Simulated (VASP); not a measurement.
Here is a VASP 6.6.1 calculation.

Contents of INCAR:

```
PREC = Accurate
ENCUT = 500
EDIFF = 1E-6
ISMEAR = -1
SIGMA = 0.1
LREAL = False
LASPH = True
NELM = 120
ALGO = Normal
ISIF = 2
LWAVE = False
LCHARG = False
GGA = RE
NBANDS = 12
GGA_COMPAT = False
```

KPOINTS

```
regular mesh
0
Gamma
  7 7 7
```

The input POSCAR:

```
Ag
1.0
    0.0000000000      2.0965977528      2.0965977528
    2.0965977528      0.0000000000      2.0965977528
    2.0965977528      2.0965977528      0.0000000000
Ag
1
Direct
    0.0000000000      0.0000000000      0.0000000000
```

Potentials or basis: VASP PAW PBE potentials, release 64 (Ag).

Launch:

```console
$ cat potpaw_PBE.64/Ag/POTCAR > POTCAR
$ mpirun -np 1 vasp_std > vasp.out
```

Q: Predict the pressure.

A: -0.4 GPa.

Caveat: the k points lie up to 0.37 Å⁻¹ apart; the PAW data sets were made with another functional, which shifts forces and pressure a little.
